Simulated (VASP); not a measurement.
Crystal: GdO.

```
CELL_PARAMETERS angstrom
0.00000 2.70000 2.70000
2.70000 0.00000 2.70000
2.70000 2.70000 0.00000
ATOMIC_POSITIONS crystal
Gd 0.00000 0.00000 0.00000
O 0.25000 0.25000 0.25000
```

Base run:

| Item | Value |
| --- | --- |
| Program | VASP 6.6.1 |
| Functional | r2SCAN |
| Potentials or basis | VASP PAW PBE potentials, release 64 (Gd, O) |
| Cutoff | 520 eV |
| k mesh | 10 × 10 × 10 |
| Occupations | fermi-dirac, width 0.1 eV |
| Spin | collinear spin, ferromagnetic start |
| Starting moments | [9.1, 0.0] μB |

Its results: pressure -2.5 GPa; net moment 7.90 μB per cell; site moments Gd +6.98; O +0.02 μB.

Question: The run is repeated on the same cell with these changes: functional from r2SCAN to PBE. What comes out?

Answer: Pressure -0.4 GPa; net moment 7.52 μB per cell; site moments Gd +6.84; O -0.02 μB.

Caveats: a cell with one magnetic atom can't hold antiferromagnetic order, which such compounds often take; the PAW data sets were made with another functional, which shifts forces and pressure a little (at least some runs).
